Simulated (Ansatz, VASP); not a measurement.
**Si2Mo in VASP and in Ansatz**

File INCAR:

```
ALGO = Normal ; EDIFF = 1E-6
EDIFFG = -0.01 ; ENCUT = 600
GGA = PE ; IBRION = 2
ISIF = 3 ; ISMEAR = -1
IVDW = 12 ; LASPH = T
LCHARG = F ; LREAL = F
LWAVE = F ; NELM = 60
NSW = 60 ; PREC = Accurate
SIGMA = 0.05
```

File KPOINTS:

```
k-points
0
Gamma
  7 7 4
```

File POSCAR:

```
Si2Mo
1.0
    4.5854715599      0.0000000000      0.0000000000
   -2.2927357800      3.9711348592      0.0000000000
    0.0000000000      0.0000000000      6.5797601000
Mo Si
3 6
Direct
    0.5000000000      0.5000000000      0.8333333333
    0.0000000000      0.5000000000      0.1666666667
    0.5000000000      0.0000000000      0.5000000000
    0.1638729800      0.3277459600      0.5000000000
    0.6722540400      0.8361270200      0.1666666667
    0.8361270200      0.1638729800      0.8333333333
    0.8361270200      0.6722540400      0.5000000000
    0.3277459600      0.1638729800      0.1666666667
    0.1638729800      0.8361270200      0.8333333333
```

Contents of input.yaml:

```yaml
crystal:
  lattice:
    - [4.5854715599, 0.0, 0.0]
    - [-2.29273578, 3.9711348592, 0.0]
    - [0.0, 0.0, 6.5797601]
  atoms:
    - { symbol: Mo, position: [0.5, 0.5, 0.8333333333] }
    - { symbol: Mo, position: [0.0, 0.5, 0.1666666667] }
    - { symbol: Mo, position: [0.5, 0.0, 0.5] }
    - { symbol: Si, position: [0.16387298, 0.32774596, 0.5] }
    - { symbol: Si, position: [0.67225404, 0.83612702, 0.1666666667] }
    - { symbol: Si, position: [0.83612702, 0.16387298, 0.8333333333] }
    - { symbol: Si, position: [0.83612702, 0.67225404, 0.5] }
    - { symbol: Si, position: [0.32774596, 0.16387298, 0.1666666667] }
    - { symbol: Si, position: [0.16387298, 0.83612702, 0.8333333333] }
hamiltonian:
  xc: pbe
  pseudopotentials: { kind: paw }
  dispersion: d3bj
kpoints:
  mp_grid: { grid: [7, 7, 4] }
scf:
  occupations: { method: fermi_dirac, width: 0.05 }
output:
  forces: true
  stress: true
  eigenvalues: true
relax:
  f_tol: 0.01
  max_steps: 40
  cell: { stress_tol: 0.05 }
```

Alike in both runs: task relaxation of cell and atoms; functional PBE; dispersion D3(BJ); k mesh 7 × 7 × 4; occupations fermi-dirac, width 0.05 eV; no spin polarisation.

```csv
,VASP,Ansatz
version,VASP 6.6.1,Ansatz 0.2.0
potentials or method,"VASP PAW PBE potentials, release 64 (Mo_sv, Si)",Ansatz PAW
plane-wave cutoff (eV),600,420
valence electrons in the cell,66,66
```

Ansatz gave:

| Item | Value |
| --- | --- |
| gap on the k mesh at the Fermi level, each at its own relaxed structure (eV) | 0.27 |
| relaxed volume (Å³/atom) | 13.09 |
| relaxed cell length with the largest relative difference (Å) | 4.559 |

Task: Estimate VASP's values.

Result: gap on the k mesh at the Fermi level, each at its own relaxed structure (eV): 0.26; relaxed volume (Å³/atom): 13.10; relaxed cell length with the largest relative difference (Å): 4.561.

Noted on Ansatz's run: odd divisions of the mesh miss points on the zone boundary, where band edges often lie, so the gap on the mesh can be too wide; the plane-wave basis is chosen anew once the cell has moved, so the energies of steps on either side of that aren't comparable.
